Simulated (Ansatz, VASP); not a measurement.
Al2Cu in VASP and in Ansatz

```
CELL_PARAMETERS angstrom
0.00000 0.00000 -4.82209
5.99621 0.00000 0.00000
0.00000 -5.99621 0.00000
ATOMIC_POSITIONS crystal
Al 0.00000 0.65901 0.15901
Al 0.50000 0.15901 0.65901
Al 0.50000 0.65901 0.84099
Al 0.00000 0.15901 0.34099
Al 0.00000 0.84099 0.65901
Al 0.50000 0.34099 0.15901
Al 0.50000 0.84099 0.34099
Al 0.00000 0.34099 0.84099
Cu 0.75000 0.00000 0.00000
Cu 0.25000 0.50000 0.50000
Cu 0.25000 0.00000 0.00000
Cu 0.75000 0.50000 0.50000
```

Alike in both runs: functional PBEsol; k mesh 8 × 6 × 6; occupations gaussian, width 0.1 eV; no spin polarisation.

Ansatz relaxed the structure, and its values are those at the end. VASP's run is a single point on that final structure, the one shown.

|  | VASP | Ansatz |
| --- | --- | --- |
| version | VASP 6.6.1 | Ansatz 0.2.0 |
| potentials or method | VASP PAW PBE potentials, release 64 (Al, Cu), cutoff 600 eV | scalar-relativistic, plane waves, PAW |
| valence electrons in the cell | 68 | 100 |

|  | VASP | Ansatz | Ansatz less VASP |
| --- | --- | --- | --- |
| gap on the k mesh at the Fermi level (eV) | none | none | - |
| pressure (GPa) | 0.3 | 0.0 | -0.27 |
| rms of the force components (eV/Å) | 0.005 | 0.004 | -0.0011 |

VASP's potentials were made for PBE, not for PBEsol. A gap of «none» marks a metal or a gap that the smearing closes. VASP's potentials hold 68 valence electrons a cell and Ansatz's 100, so a difference there can come from the potentials and not from the codes.
